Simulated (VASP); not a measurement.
Here is a VASP 6.6.1 calculation.

The input INCAR:

```
PREC = Accurate
ENCUT = 600
EDIFF = 1E-6
ISMEAR = 0
SIGMA = 0.15
LREAL = F
LASPH = T
NELM = 120
ALGO = Normal
ISIF = 2
LWAVE = F
LCHARG = T
GGA = CA
LELF = T
LVHAR = T
NBANDS = 16
GGA_COMPAT = F
```

File KPOINTS:

```
Automatic mesh
0
Gamma
  18 18 18
```

The input POSCAR:

```
TaN
1.0
    0.0000000000      2.1557928146      2.1557928146
    2.1557928146      0.0000000000      2.1557928146
    2.1557928146      2.1557928146      0.0000000000
Ta N
1 1
Direct
    0.4956556505      0.5043443495      0.5043443495
    0.0561219980     -0.0561219980     -0.0561219980
```

Potentials or basis: VASP PAW LDA potentials, release 64 (Ta_sv_GW, N).

Launch:

```console
$ cat potpaw_LDA.64/Ta_sv_GW/POTCAR potpaw_LDA.64/N/POTCAR > POTCAR
$ mpirun -np 1 vasp_std > vasp.out
```

Estimate the largest force.

3.871 eV/Å.

What does it give for the band gap on the k mesh?

Zero (band 9 reaches 16.04 eV, above the bottom of band 10 at 12.83 eV).

Stress tensor (GPa, compression positive):
```
54.60  0.00  0.00
 0.00 11.67  0.00
 0.00  0.00 11.67
```

Caveat: spin-orbit coupling is left out, which moves the levels of the heavy elements; forces of over 1 eV/Å act on the atoms, so gaps and moduli don't describe the material at rest.
